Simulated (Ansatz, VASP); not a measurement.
**Ge: VASP beside Ansatz**

POSCAR

```
Ge
1.0
    0.0000000000      2.8562185630      2.8562185630
    2.8562185630      0.0000000000      2.8562185630
    2.8562185630      2.8562185630      0.0000000000
Ge
2
Direct
    0.0000000000      0.0000000000      0.0000000000
    0.2500000000      0.2500000000      0.2500000000
```

The input INCAR.step1:

```
SYSTEM = Ge
ALGO = Normal ; EDIFF = 1E-4
ENCUT = 520 ; GGA = PE
ISMEAR = -1 ; LASPH = .TRUE.
LCHARG = .FALSE. ; LREAL = .FALSE.
LWAVE = .TRUE. ; NBANDS = 21
NELM = 80 ; PREC = Accurate
SIGMA = 0.05
```

Contents of INCAR.step2:

```
SYSTEM = Ge
ALGO = Normal ; EDIFF = 1E-8
ENCUT = 520 ; ISIF = 2
ISMEAR = -1 ; ISTART = 1
LASPH = .TRUE. ; LCHARG = .FALSE.
LEFG = .TRUE. ; LMIXTAU = .TRUE.
LREAL = .FALSE. ; LWAVE = .FALSE.
METAGGA = R2SCAN ; NBANDS = 21
NELM = 80 ; PREC = Accurate
SIGMA = 0.05
```

File KPOINTS:

```
k-points
0
G
  11 11 11
  0 0 0
```

Input for Ansatz:

```yaml
crystal:
  lattice:
    - [0.0, 2.856218563, 2.856218563]
    - [2.856218563, 0.0, 2.856218563]
    - [2.856218563, 2.856218563, 0.0]
  atoms:
    - { symbol: Ge, position: [0.0, 0.0, 0.0] }
    - { symbol: Ge, position: [0.25, 0.25, 0.25] }
kpoints:
  mp_grid: { grid: [11, 11, 11] }
scf:
  occupations: { method: fermi_dirac, width: 0.05 }
hamiltonian:
  xc: r2scan
  pseudopotentials: { kind: paw }
output:
  forces: true
  stress: true
  eigenvalues: true
  efg: { contact_densities: true }
```

Change from the starting cell: volume scaled by 1.02, PAW files.

Alike in both runs: task electric field gradients; functional r2SCAN; k mesh 11 × 11 × 11; occupations fermi-dirac, width 0.05 eV; no spin polarisation.

|  | VASP | Ansatz |
| --- | --- | --- |
| version | VASP 6.6.1 | Ansatz 0.2.0 |
| potentials or method | VASP PAW PBE potentials, release 64 (Ge_d) | PAW with Ansatz's default frozen-core files, scalar-relativistic |
| plane-wave cutoff (eV) | 520 | 500 |
| valence electrons in the cell | 28 | 28 |

|  | VASP | Ansatz | Ansatz less VASP |
| --- | --- | --- | --- |
| pressure (GPa) | -1.3 | -1.3 | -0.04 |

VASP's potentials were made for PBE, not for r2SCAN. The functional is the same, so the differences come from potentials, cutoffs and numerics.
